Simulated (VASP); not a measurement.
Mo2C3: single point with PBE

Mo2C3:

```
Mo C
1.0
     3.63457    0.00000    0.00000
     0.00000    3.63457    0.00000
     0.00000    0.00000    5.39986
Mo C
2 3
Direct
  0.50000 0.00000 0.50000
  0.00000 0.50000 0.50000
  0.00000 0.00000 0.24354
  0.00000 0.00000 0.75646
  0.00000 0.00000 0.00000
```

The cell was built from a structure type or drawn by symmetry, and may not be a known phase.

```json
{"Program": "VASP 6.6.1", "Task": "single point", "Functional": "PBE", "Potentials or basis": "VASP PAW PBE potentials, release 64 (Mo_sv, C)", "Cutoff": "520 eV", "k mesh": "4 × 4 × 4", "Occupations": "gaussian, width 0.1 eV", "Spin": "no spin polarisation", "Dipole correction": "no", "Further INCAR settings": "ALGO = Normal; EDIFF = 1e-06; NBANDS = 28"}
```

* Pressure: 0.0 GPa
* Largest force: 0.028 eV/Å
* Band gap on the k mesh: zero (bands 20 and 21 overlap by 1.58 eV)

Forces in eV/Å, atoms in the order of the input:
```
Mo   0.000  0.000  0.000
Mo   0.000  0.000  0.000
C    0.000  0.000  0.028
C    0.000  0.000 -0.028
C    0.000  0.000  0.000
```

Levels at points of the mesh, in eV from the Fermi level:
| k point | band 18 | band 19 | band 20 | band 21 | band 22 | band 23 |
| --- | --- | --- | --- | --- | --- | --- |
| (0.00, 0.00, 0.00) | -3.72 | -1.95 | 1.11 | 1.39 | 1.39 | 3.81 |
| (0.50, 0.00, 0.00) | -0.77 | -0.46 | -0.45 | -0.07 | -0.05 | 1.21 |
| (0.50, 0.50, 0.00) | -1.34 | -1.34 | 0.30 | 0.30 | 1.62 | 1.62 |
| (0.00, 0.00, 0.50) | -0.76 | -0.76 | -0.42 | -0.42 | 1.31 | 1.80 |
| (0.50, 0.00, 0.50) | -0.76 | -0.55 | -0.16 | -0.08 | 0.03 | 0.35 |
| (0.50, 0.50, 0.50) | -2.05 | -2.05 | 0.52 | 0.52 | 2.15 | 2.27 |

Run time: 17 s on 1 thread of Intel(R) Xeon(R) 6975P-C (Granite Rapids) (shared host), peak memory 0.17 GiB.

Caveat: the k points lie up to 0.43 Å⁻¹ apart, too coarse for converged energies and pressures of a metal.
